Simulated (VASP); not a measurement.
Set up this calculation in VASP 6.6.1, as the native input.

```
Task                   : single point
Functional             : PBE
Potentials or basis    : VASP PAW PBE potentials, release 64 (Ca_sv)
Cutoff                 : 520 eV
k mesh                 : 12 × 12 × 12
Occupations            : fermi-dirac, width 0.08 eV
Spin                   : no spin polarisation
Dipole correction      : no
Further INCAR settings : ALGO = Normal; EDIFF = 1e-07; NBANDS = 11
```

The structure of Ca lies in POSCAR:

```
Ca
1.0
    0.0000000000      2.3301573570      2.3301573570
    2.3301573570      0.0000000000      2.3301573570
    2.3301573570      2.3301573570      0.0000000000
Ca
1
Direct
    0.0000000000      0.0000000000      0.0000000000
```

This cell differs from its parent crystal: volume scaled by 0.6.

One way to write it, as run:

INCAR

```
SYSTEM = Ca
PREC = Accurate
ENCUT = 520
EDIFF = 1E-7
ISMEAR = -1
SIGMA = 0.08
LREAL = .FALSE.
LASPH = .TRUE.
NELM = 60
ALGO = Normal
ISIF = 2
LWAVE = .FALSE.
LCHARG = .FALSE.
GGA = PE
NBANDS = 11
```

KPOINTS

```
regular mesh
0
G
  12 12 12
  0 0 0
```

Potentials or basis: VASP PAW PBE potentials, release 64 (Ca_sv).

Run with:

```sh
$ cat potpaw_PBE.64/Ca_sv/POTCAR > POTCAR
$ mpirun -np 1 vasp_std > vasp.out
```

Results of the run:

* Pressure: 19.6 GPa

Wall time 41 s on 1 thread of Intel Xeon 6975P-C, with other jobs on the host, peak memory 0.17 GiB.
